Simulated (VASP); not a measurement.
Write the native input for VASP 6.6.1 that does the following.

- Task: single point
- Functional: PBE
- Potentials or basis: VASP PAW PBE potentials, release 64 (Mo_sv, Te)
- Cutoff: 520 eV
- k mesh: 5 × 5 × 5
- Occupations: gaussian, width 0.05 eV
- Spin: collinear spin, zero start
- Starting moments: [0.0, 0.0, 0.0] μB
- Dipole correction: no
- Further INCAR settings: ALGO = Normal; EDIFF = 1e-07; NBANDS = 24

The structure of Te2Mo lies in POSCAR:

```
Te2Mo
1.0
    0.0000000000      3.3794332000      3.3794332000
    3.3794332000      0.0000000000      3.3794332000
    3.3794332000      3.3794332000      0.0000000000
Mo Te
1 2
Direct
    0.0000000000      0.0000000000      0.0000000000
    0.2500000000      0.2500000000      0.2500000000
    0.7500000000      0.7500000000      0.7500000000
```

The input as run:

INCAR

```
PREC     = Accurate       # precision mode
ENCUT    = 520            # plane-wave cutoff, eV
EDIFF    = 1E-7           # SCF threshold, eV
ISMEAR   = 0              # smearing method
SIGMA    = 0.05           # smearing width, eV
LREAL    = F              # projectors in reciprocal space
LASPH    = T              # aspherical terms in the spheres
NELM     = 150            # most SCF steps
ALGO     = Normal         # electronic algorithm
ISIF     = 2              # what is computed and relaxed
LWAVE    = F              # write WAVECAR
LCHARG   = F              # write CHGCAR
ISPIN    = 2              # spin polarisation
MAGMOM   = 0 0 0          # initial moments
LORBIT   = 11             # projections on sites
LMAXMIX  = 4              # l up to which the mixer works
GGA      = PE             # functional
NBANDS   = 24             # bands
```

KPOINTS

```
Automatic mesh
0
Gamma
  5 5 5
```

Potentials or basis: VASP PAW PBE potentials, release 64 (Mo_sv, Te).

Run with:

```sh
$ cat potpaw_PBE.64/Mo_sv/POTCAR potpaw_PBE.64/Te/POTCAR > POTCAR
$ mpirun -np 1 vasp_std > vasp.out
```

Results of the run:

```
Pressure                                              : -4.4 GPa
Band gap on the k mesh                                : zero (filled and empty bands overlap)
Net moment                                            : 0.00 μB per cell
Valence electrons inside the program's atomic spheres : Mo 12.27; Te 3.33
```

Caveat: spin-orbit coupling is left out, which moves the levels of the heavy elements.

It took 2 min on 1 thread of AMD EPYC 7R13, with other jobs on the host, peak memory 0.21 GiB.
